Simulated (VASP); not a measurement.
Runs of VASP 6.6.1 on C. The structure is that of space group P6_3/mmc (No. 194), or close to it. The cells are those of the table. 

| level | cell | smearing | gap on the mesh (eV) | pressure (GPa) | largest force (eV/Å) |
| --- | --- | --- | --- | --- | --- |
| PBE | a = 2.503, b = 2.503, c = 4.127 Å, angles 90.0, 90.0, 120.0°, 4 atoms | fermi-dirac 0.02 eV | 3.28 | (d) | - |
| PBE | a = 2.378, b = 2.472, c = 4.169 Å, angles 90.0, 90.0, 118.7°, 4 atoms | fermi-dirac 0.02 eV | 2.76 | 31.2 | 0.09 |
| r2SCAN | a = 2.504, b = 2.449, c = 4.169 Å, angles 90.0, 90.0, 117.8°, 4 atoms | gaussian 0.01 eV | 3.38 | 2.0 | 0.02 |
| PBE | a = 2.428, b = 2.428, c = 4.044 Å, angles 90.0, 90.0, 120.0°, 4 atoms | fermi-dirac 0.02 eV | 2.91 | 53.7 | 0.02 |
| r2SCAN | a = 2.378, b = 2.472, c = 4.169 Å, angles 90.0, 90.0, 118.7°, 4 atoms | gaussian 0.01 eV | 3.01 | 27.6 | (b) |
| PBE | a = 2.504, b = 2.449, c = 4.169 Å, angles 90.0, 90.0, 117.8°, 4 atoms | fermi-dirac 0.02 eV | 3.13 | (a) | 0.06 |
| r2SCAN | a = 2.503, b = 2.503, c = 4.127 Å, angles 90.0, 90.0, 120.0°, 4 atoms | gaussian 0.01 eV | (c) | 5.9 | 0.01 |
| r2SCAN | a = 2.428, b = 2.428, c = 4.044 Å, angles 90.0, 90.0, 120.0°, 4 atoms | gaussian 0.01 eV | 3.17 | 50.2 | 0.01 |

Alike in all rows: task single point; potentials or basis VASP PAW PBE potentials, release 64 (C); no spin polarisation; k mesh 12 × 12 × 6; cutoff (eV) 520.

Question: Fill in the values left out.

Answer: (a) 5.7; (b) 0.03; (c) 3.53; (d) 9.6.

Caveats: the PAW data sets were made with another functional, which shifts forces and pressure a little (some runs).

A k mesh can miss the band edges.
